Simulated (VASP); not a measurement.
Input of a VASP 6.6.1 run:

Contents of INCAR:

```
PREC     = Accurate       # precision mode
ENCUT    = 520            # plane-wave cutoff, eV
EDIFF    = 1E-6           # SCF threshold, eV
ISMEAR   = -1             # smearing method
SIGMA    = 0.02           # smearing width, eV
LREAL    = Auto         
LASPH    = True           # aspherical terms in the spheres
NELM     = 80             # most SCF steps
ALGO     = Normal         # electronic algorithm
ISIF     = 2              # what is computed and relaxed
LWAVE    = False          # write WAVECAR
LCHARG   = False          # write CHGCAR
GGA      = PE             # functional
IVDW     = 12             # dispersion correction
NBANDS   = 36             # bands
```

File KPOINTS:

```
regular mesh
0
Gamma
  1 1 1
```

The input POSCAR:

```
H10CO5
1.0
    5.8392500000      0.0000000000      0.0000000000
    0.0000000000      5.8392500000      0.0000000000
    0.0000000000      0.0000000000      5.8392500000
O H C
5 10 1
Direct
    0.2567795522      0.6856531233      0.9729845442
    0.4865179604      0.4450400308      0.6381127713
    0.1663056043      0.4421972000      0.3359849296
    0.8328124331      0.7232949437      0.5650383183
    0.6907051419      0.0647685919     -0.0879051248
    0.1514064306      0.7638652224      0.8735710922
    0.3265487862      0.5940146423      0.8506743161
    0.3712120563      0.4044183756      0.5158025431
    0.5588217665      0.3204007364      0.7226784262
    0.1865308045      0.5336301751      0.1885687374
    0.0486363831      0.5338870574      0.4243695680
    0.7904953547      0.8637924391      0.6531831999
    0.7055529392      0.6192747356      0.5882776041
    0.7057926960     -0.2520357923      0.0479513636
    0.5708781093     -0.0213897333      0.2242753778
    0.6490217066     -0.0762426682      0.0598364516
```

Potentials or basis: VASP PAW PBE potentials, release 64 (O, H, C).

The run is started by

```bash
$ cat potpaw_PBE.64/O/POTCAR potpaw_PBE.64/H/POTCAR potpaw_PBE.64/C/POTCAR > POTCAR
$ mpirun -np 1 vasp_gam > vasp.out
```

**Question.** What does it give for the pressure?

**Answer.** 0.2 GPa.

**Question.** Predict the largest force.

**Answer.** 1.825 eV/Å.

Stress tensor (GPa, compression positive):
```
 0.50  0.82 -0.39
 0.82  1.02 -0.93
-0.39 -0.93 -0.94
```

Caveat: the k points lie up to 1.08 Å⁻¹ apart, too coarse for converged energies, forces and pressures.
